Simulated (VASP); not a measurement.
# InGa3P4 (P-4m2) in VASP: notebook

InGa3P4 is run at these levels: PBE; tasks: relaxation of cell and atoms, single point.

Everything below comes from runs of VASP 6.6.1. Logs are shortened: lines on timing, memory, paths and dates and some standing lists are left out, and cuts for length are marked.

### Step 1. The cell of the first run

It takes space group P-4m2 (No. 115, tetragonal). The conventional cell has a = 3.849 Å, b = 3.849 Å, c = 10.887 Å, α = 90.00°, β = 90.00°, γ = 90.00°. Within 3.1 Å of In (site symmetry -4m2) lie 4 P at 2.36 Å. Ga (site symmetry 2mm) has 4 P at 2.36 Å within 3.1 Å. Within 3.1 Å of Ga (site symmetry -4m2) lie 4 P at 2.36 Å. Within 3.1 Å of P (site symmetry 2mm) lie 2 In at 2.36 Å and 2 Ga at 2.36 Å. P (site symmetry 2mm) has 4 Ga at 2.36 Å within 3.1 Å.

### Step 2. Relaxation of cell and atoms, PBE

Input file INCAR:

```
PREC     = Accurate       # precision mode
ENCUT    = 600            # plane-wave cutoff, eV
EDIFF    = 1E-7           # SCF threshold, eV
ISMEAR   = 0              # smearing method
SIGMA    = 0.1            # smearing width, eV
LREAL    = False          # projectors in reciprocal space
LASPH    = True           # aspherical terms in the spheres
NELM     = 80             # most SCF steps
ALGO     = Normal         # electronic algorithm
ISIF     = 3              # what is computed and relaxed
LWAVE    = False          # write WAVECAR
LCHARG   = False          # write CHGCAR
GGA      = PE             # functional
IBRION   = 2              # ionic algorithm
NSW      = 90             # ionic steps
EDIFFG   = -0.04          # ionic threshold
```

Input file KPOINTS:

```
regular mesh
0
Gamma
  4 4 2
```

Input file POSCAR:

```
InGa3P4
1.0
    3.8490441700      0.0000000000      0.0000000000
    0.0000000000      3.8490441700      0.0000000000
    0.0000000000      0.0000000000     10.8867409300
In Ga P
1 3 4
Direct
    0.5000000000      0.5000000000      0.0000000000
    0.0000000000      0.0000000000      0.7500000000
    0.0000000000      0.0000000000      0.2500000000
    0.5000000000      0.5000000000      0.5000000000
    0.5000000000      0.0000000000      0.8750000000
    0.0000000000      0.5000000000      0.1250000000
    0.5000000000      0.0000000000      0.3750000000
    0.0000000000      0.5000000000      0.6250000000
```

Potentials or basis: VASP PAW PBE potentials, release 64 (In_d, Ga_d, P).

Launch:

```console
> cat potpaw_PBE.64/In_d/POTCAR potpaw_PBE.64/Ga_d/POTCAR potpaw_PBE.64/P/POTCAR > POTCAR
> mpirun -np 1 vasp_std > vasp.out
```

OUTCAR:

```text
PREC = Accurate
   ENCUT = 600
   EDIFF = 1E-7
   ISMEAR = 0
   LREAL = False
   LASPH = True
   NELM = 80
   ISIF = 3
   GGA = PE
   IBRION = 2
   NSW = 90
   EDIFFG = -0.04

 ion  position               nearest neighbor table
   1  0.500  0.500  0.000-   5 2.36   6 2.36   5 2.36   6 2.36
   2  0.000  0.000  0.750-   5 2.36   8 2.36   8 2.36   5 2.36
   3  0.000  0.000  0.250-   6 2.36   7 2.36   6 2.36   7 2.36
   4  0.500  0.500  0.500-   7 2.36   8 2.36   7 2.36   8 2.36
   5  0.500  0.000  0.875-   1 2.36   2 2.36   1 2.36   2 2.36
   6  0.000  0.500  0.125-   1 2.36   3 2.36   3 2.36   1 2.36
   7  0.500  0.000  0.375-   3 2.36   4 2.36   4 2.36   3 2.36
   8  0.000  0.500  0.625-   2 2.36   4 2.36   2 2.36   4 2.36

  LATTYP: Found a simple tetragonal cell.
 ALAT       =     3.8490441700
 C/A-ratio  =     2.8284271235

  Lattice vectors:

 A1 = (   3.8490441700,   0.0000000000,   0.0000000000)
 A2 = (   0.0000000000,   3.8490441700,   0.0000000000)
 A3 = (   0.0000000000,   0.0000000000,  10.8867409300)

Analysis of symmetry for initial positions (statically):
=====================================================================
 Subroutine PRICEL returns:
 Original cell was already a primitive cell.

 Routine SETGRP: Setting up the symmetry group for a
 simple tetragonal supercell.

 Subroutine GETGRP returns: Found  8 space group operations
 (whereof  8 operations were pure point group operations)
 out of a pool of 16 trial point group operations.

The static configuration has the point symmetry D_2d.

Analysis of symmetry for dynamics (positions and initial velocities):
=====================================================================
 Subroutine PRICEL returns:
 Original cell was already a primitive cell.

 Routine SETGRP: Setting up the symmetry group for a
 simple tetragonal supercell.

 Subroutine GETGRP returns: Found  8 space group operations
 (whereof  8 operations were pure point group operations)
 out of a pool of 16 trial point group operations.

The dynamic configuration has the point symmetry D_2d.

 Subroutine INISYM returns: Found  8 space group operations
 (whereof  8 operations are pure point group operations),
 and found     1 'primitive' translations

----------------------------------------------------------------------------------------

                                     Primitive cell

  volume of cell :     161.2886

  direct lattice vectors                    reciprocal lattice vectors
     3.849044170  0.000000000  0.000000000     0.259804761  0.000000000  0.000000000
     0.000000000  3.849044170  0.000000000     0.000000000  0.259804761  0.000000000
     0.000000000  0.000000000 10.886740930     0.000000000  0.000000000  0.091854854

  length of vectors
     3.849044170  3.849044170 10.886740930     0.259804761  0.259804761  0.091854854

  position of ions in fractional coordinates (direct lattice)
     0.500000000  0.500000000  0.000000000
     0.000000000  0.000000000  0.750000000
     0.000000000  0.000000000  0.250000000
     0.500000000  0.500000000  0.500000000
     0.500000000  0.000000000  0.875000000
     0.000000000  0.500000000  0.125000000
     0.500000000  0.000000000  0.375000000
     0.000000000  0.500000000  0.625000000

  ion indices of the primitive-cell ions
   primitive index   ion index
                 1           1
                 2           2
                 3           3
                 4           4
                 5           5
                 6           6
                 7           7
                 8           8

----------------------------------------------------------------------------------------

 KPOINTS: regular mesh

Automatic generation of k-mesh.
 Grid dimensions read from file:
 generate k-points for:    4    4    2

 Generating k-lattice:

  Cartesian coordinates                     Fractional coordinates (reciprocal lattice)
     0.064951190  0.000000000  0.000000000     0.250000000  0.000000000  0.000000000
     0.000000000  0.064951190  0.000000000     0.000000000  0.250000000  0.000000000
     0.000000000  0.000000000  0.045927427     0.000000000  0.000000000  0.500000000

  Length of vectors
     0.064951190  0.064951190  0.045927427

  Shift w.r.t. Gamma in fractional coordinates (k-lattice)
     0.000000000  0.000000000  0.000000000

 Subroutine IBZKPT returns following result:
 ===========================================

 Found     12 irreducible k-points:

 Following reciprocal coordinates:
            Coordinates               Weight
  0.000000  0.000000  0.000000      1.000000
  0.250000  0.000000  0.000000      4.000000
  0.500000  0.000000  0.000000      2.000000
  0.250000  0.250000  0.000000      4.000000
  0.500000  0.250000  0.000000      4.000000
  0.500000  0.500000  0.000000      1.000000
  0.000000  0.000000  0.500000      1.000000
  0.250000  0.000000  0.500000      4.000000
  0.500000  0.000000  0.500000      2.000000
  0.250000  0.250000  0.500000      4.000000
  0.500000  0.250000  0.500000      4.000000
  0.500000  0.500000  0.500000      1.000000
   k-points           NKPTS =     12   k-points in BZ     NKDIM =     12   number of bands    NBANDS=     43
   number of dos      NEDOS =    301   number of ions     NIONS =      8
   total plane-waves  NPLWV =  92160
   dimension x,y,z NGX =    32 NGY =   32 NGZ =   90
   dimension x,y,z NGXF=    64 NGYF=   64 NGZF=  180
   ions per type =               1   3   4
   NGX,Y,Z   is equivalent  to a cutoff of  13.82, 13.82, 13.74 a.u.
   NGXF,Y,Z  is equivalent  to a cutoff of  27.64, 27.64, 27.49 a.u.
 SYSTEM =  unknown system
   PREC   = accura    normal or accurate (medium, high low for compatibility)
   ISTART =      0    job   : 0-new  1-cont  2-samecut
   ICHARG =      2    charge: 1-file 2-atom 10-const
   ISPIN  =      1    spin polarized calculation?
   LNONCOLLINEAR =      F non collinear calculations
   LSORBIT =      F    spin-orbit coupling
   LASPH  =      T    aspherical Exc in radial PAW
   ENCUT  =  600.0 eV  44.10 Ry    6.64 a.u.   7.69  7.69 21.74*2*pi/ulx,y,z
   NELM   =     80;   NELMIN=  2; NELMDL= -5     # of ELM steps
   EDIFF  = 0.1E-06   stopping-criterion for ELM
   LREAL  =      F    real-space projection
   EDIFFG = -.4E-01   stopping-criterion for IOM
   NSW    =     90    number of steps for IOM
   IBRION =      2    ionic relax: 0-MD 1-quasi-New 2-CG
   NFREE  =      1    steps in history (QN), initial steepest desc. (CG)
   ISIF   =      3    stress and relaxation
   ISYM   =      2    0-nonsym 1-usesym 2-fastsym
   POTIM  = 0.5000    time-step for ionic-motion
   TEBEG  =    0.0;   TEEND  =   0.0 temperature during run
   PSTRESS=    0.0 pullay stress
   NELECT =      72.0000    total number of electrons
   NUPDOWN=      -1.0000    fix difference up-down
   EMIN   =  10.00;   EMAX   =-10.00  energy-range for DOS
   EFERMI =   0.00;   METHOD = LEGACY
   ISMEAR =     0;   SIGMA  =   0.10  broadening in eV -4-tet -1-fermi 0-gaus
   EFERMI_NEDOS =   21; number of points for ismear=-14 and -15
   IALGO  =     38    algorithm
   IMIX   =      4    mixing-type and parameters
     AMIX     =   0.40;   BMIX     =  1.00
     AMIX_MAG =   1.60;   BMIX_MAG =  1.00
  volume/ion in A,a.u.               =      20.16       136.05
  Fermi-wavevector in a.u.,A,eV,Ry     =   1.251174  2.364376 21.299061  1.565437
  Thomas-Fermi vector in A             =   2.385134
   LORBIT       =      0    0 simple, 1 ext, 2 COOP (PROOUT), +10 PAW based schemes
   GGA     = PE    functional components
   LHFCALC =     F    Hartree Fock is set to
   AEXX    =    0.0000 exact exchange contribution
   IVDW    =     0    specifies the selected vdW correction
   LEPSILON=     F    determine dielectric tensor
   LRPA    =     F    only Hartree local field effects (RPA)
 conjugate gradient relaxation of ions
 non-spin polarized calculation
 Gauss-broadening in eV      SIGMA  =   0.10
  energy-cutoff  :      600.00
  volume of cell :      161.29
 maximum number of plane-waves:      5436
 NGX is ok and might be reduce to    32
   NGX = 15   NGY = 15   NGZ = 43

--------------------------------------- Ionic step        1  -------------------------------------------

 number of electron      72.0000039 magnetization

 Free energy of the ion-electron system (eV)
  ---------------------------------------------------
  ext. energy  EPLUGINS =         0.00000000
  ---------------------------------------------------
  free energy    TOTEN  =       -34.65622572 eV

  energy without entropy =      -34.65622572  energy(sigma->0) =      -34.65622572

------------------------ aborting loop because EDIFF is reached ----------------------------------------

  FORCE on cell =-STRESS in cart. coord.  units (eV):
  Direction    XX          YY          ZZ          XY          YZ          ZX
  --------------------------------------------------------------------------------------
  -------------------------------------------------------------------------------------
  Total       10.0898460     10.0898460      9.0781456      0.0000000      0.0000000      0.0000000
  in kB      100.2285489    100.2285489     90.1787164      0.0000000      0.0000000      0.0000000
  external PRESSURE =      96.8786047 kB  Pullay stress =       0.0000000 kB
[... 29 lines left out ...]
--------------------------------------- Ionic step        2  -------------------------------------------

 number of electron      72.0000025 magnetization

 E-fermi :   4.0829     XC(G=0):  -9.1908

 val. band max:        3.7887864120   @ k =   0.0000   0.0000   0.0000
 cond. band min:       4.3643003984   @ k =   0.0000   0.0000   0.0000
 fundamental gap:      0.5755139864
 Fermi energy:         4.0828815809

 k-point     1 :       0.0000    0.0000    0.0000
  band No.  band energies     occupation
      1     -10.7328      2.00000
      2     -10.7251      2.00000
      3     -10.6823      2.00000
      4     -10.6823      2.00000
      5     -10.6698      2.00000
      6     -10.6698      2.00000
[... 618 lines left out ...]
  FREE ENERGIE OF THE ION-ELECTRON SYSTEM (eV)
  ---------------------------------------------------
  free  energy   TOTEN  =       -35.3362037221 eV

  energy  without entropy=      -35.3362037221  energy(sigma->0) =      -35.33620372

[... ionic steps 4 to 7 ...]

--------------------------------------- Ionic step        8  -------------------------------------------

 number of electron      71.9999984 magnetization

------------------------ aborting loop because EDIFF is reached ----------------------------------------
[... 79 lines left out ...]
--------------------------------------- Ionic step       10  -------------------------------------------

 number of electron      71.9999995 magnetization

 Free energy of the ion-electron system (eV)
  ---------------------------------------------------
  ext. energy  EPLUGINS =         0.00000000
  ---------------------------------------------------
  free energy    TOTEN  =       -35.46640258 eV

  energy without entropy =      -35.46640258  energy(sigma->0) =      -35.46640258

 E-fermi :   4.9648     XC(G=0):  -9.5211

 val. band max:        4.5132360467   @ k =   0.0000   0.0000   0.0000
 cond. band min:       5.6205650402   @ k =   0.0000   0.0000   0.0000
 fundamental gap:      1.1073289935
 Fermi energy:         4.9647629216

 k-point     1 :       0.0000    0.0000    0.0000
  band No.  band energies     occupation
      1     -10.1287      2.00000
      2     -10.1007      2.00000
      3     -10.0540      2.00000
      4     -10.0456      2.00000
      5     -10.0456      2.00000
      6     -10.0309      2.00000
[... 576 lines left out ...]
  FREE ENERGIE OF THE ION-ELECTRON SYSTEM (eV)
  ---------------------------------------------------
  free  energy   TOTEN  =       -35.4664025776 eV

  energy  without entropy=      -35.4664025776  energy(sigma->0) =      -35.46640258

 reached required accuracy - stopping structural energy minimisation
```

Run time: 12 min. Hardware: 1 thread of Intel Xeon Platinum 8488C (Sapphire Rapids), shared host; peak memory 0.35 GiB.

What came out:

```
Free energy                           : -35.4664 eV
Relaxed volume                        : 22.22 Å³/atom
Relaxed cell                          : a = 3.984 Å, b = 3.984 Å, c = 11.197 Å, α = 90.00°, β = 90.00°, γ = 90.00°
Space group after relaxing (to 0.1 Å) : P-4m2 (No. 115)
Energy gained by relaxing             : 101.3 meV/atom
Ionic steps                           : 10
Pressure after relaxing               : -0.1 GPa
Largest force after relaxing          : 0.021 eV/Å
Band gap on the k mesh                : 1.11 eV
```

Forces on the atoms (eV/Å):
```
In   0.000  0.000  0.000
Ga   0.000  0.000 -0.006
Ga   0.000  0.000  0.006
Ga   0.000  0.000  0.000
P    0.000  0.000  0.008
P    0.000  0.000 -0.008
P    0.000  0.000 -0.021
P    0.000  0.000  0.021
```

Step by step:
```tsv
step	energy change (eV)	largest force (eV/Å)	pressure (GPa)	volume (Å³)
1	0.0000	2.2196	9.69	161.29
2	-0.5325	0.5398	-4.33	191.45
3	-0.6800	0.6888	-0.82	180.75
4	-0.7397	0.3992	-0.38	179.14
5	-0.7762	0.3485	0.52	176.51
6	-0.8003	0.2418	-0.10	177.88
7	-0.8045	0.2051	-0.44	178.72
8	-0.8096	0.0347	0.26	176.96
9	-0.8099	0.0448	0.13	177.28
10	-0.8102	0.0206	-0.05	177.74
```

Final structure:
```yaml
crystal:
  lattice:
    - [3.98415, 0.00000, 0.00000]
    - [0.00000, 3.98415, 0.00000]
    - [0.00000, 0.00000, 11.19702]
  atoms:
    - { symbol: In, position: [0.50000, 0.50000, 0.00000] }
    - { symbol: Ga, position: [0.00000, 0.00000, 0.74005] }
    - { symbol: Ga, position: [0.00000, 0.00000, 0.25995] }
    - { symbol: Ga, position: [0.50000, 0.50000, 0.50000] }
    - { symbol: P, position: [0.50000, 0.00000, 0.85885] }
    - { symbol: P, position: [0.00000, 0.50000, 0.14115] }
    - { symbol: P, position: [0.50000, 0.00000, 0.38019] }
    - { symbol: P, position: [0.00000, 0.50000, 0.61981] }
```

Caveat: spin-orbit coupling is left out, which moves the levels of the heavy elements.

### Step 3. Single point, PBE

This run uses another cell than the first one, of 22.19 Å³/atom.

Input file INCAR:

```
SYSTEM = InGa3P4
ALGO = Normal
EDIFF = 1E-7
ENCUT = 520
GGA = PE
ISIF = 2
ISMEAR = 0
LASPH = .True.
LCHARG = .False.
LREAL = .False.
LWAVE = .False.
NBANDS = 46
NELM = 100
PREC = Accurate
SIGMA = 0.02
```

Input file KPOINTS:

```
k-points
0
Gamma
  8 8 4
  0 0 0
```

Input file POSCAR:

```
InGa3P4
1.0
    3.9653661473      0.0000000000      0.0000000000
    0.0000000000      3.9653661473      0.0000000000
    0.0000000000      0.0000000000     11.2880171625
In Ga P
1 3 4
Direct
    0.5000000000      0.5000000000      0.0000000000
    0.0000000000      0.0000000000      0.7402418715
    0.0000000000      0.0000000000      0.2597581285
    0.5000000000      0.5000000000      0.5000000000
    0.5000000000      0.0000000000      0.8591386174
    0.0000000000      0.5000000000      0.1408613826
    0.5000000000      0.0000000000      0.3799503524
    0.0000000000      0.5000000000      0.6200496476
```

Potentials or basis: VASP PAW PBE potentials, release 64 (In_d, Ga_d, P).

Launch:

```console
> cat potpaw_PBE.64/In_d/POTCAR potpaw_PBE.64/Ga_d/POTCAR potpaw_PBE.64/P/POTCAR > POTCAR
> mpirun -np 1 vasp_std > vasp.out
```

Run time: 5.6 min. Hardware: 1 thread of Intel Xeon Platinum 8488C (Sapphire Rapids), shared host; peak memory 0.44 GiB.

The run converged. Its results:

* Free energy: -35.6427 eV
* Pressure: 0.0 GPa
* Largest force: 0.006 eV/Å
* Band gap on the k mesh: 1.11 eV

Forces in eV/Å, atoms in the order of the input:
```
In   0.000  0.000  0.000
Ga   0.000  0.000  0.001
Ga   0.000  0.000 -0.001
Ga   0.000  0.000  0.000
P    0.000  0.000  0.006
P    0.000  0.000 -0.006
P    0.000  0.000  0.000
P    0.000  0.000  0.000
```

Levels at points of the mesh, in eV from the valence-band top:
```csv
k point,band 34,band 35,band 36,band 37,band 38,band 39
"(0.00, 0.00, 0.00)",-0.11,0.00,0.00,1.11,1.63,1.72
"(0.50, 0.00, 0.00)",-1.10,-1.08,-0.59,1.31,1.50,2.74
"(0.50, 0.50, 0.00)",-2.51,-2.51,-2.41,1.69,1.69,1.80
"(0.00, 0.00, 0.50)",-0.75,-0.42,-0.42,1.62,1.63,2.21
"(0.50, 0.00, 0.50)",-1.29,-1.26,-0.59,2.18,2.23,2.31
"(0.50, 0.50, 0.50)",-2.82,-2.81,-2.81,2.65,2.65,2.75
```

Caveat: spin-orbit coupling is left out, which moves the levels of the heavy elements. A k mesh can miss the band edges.
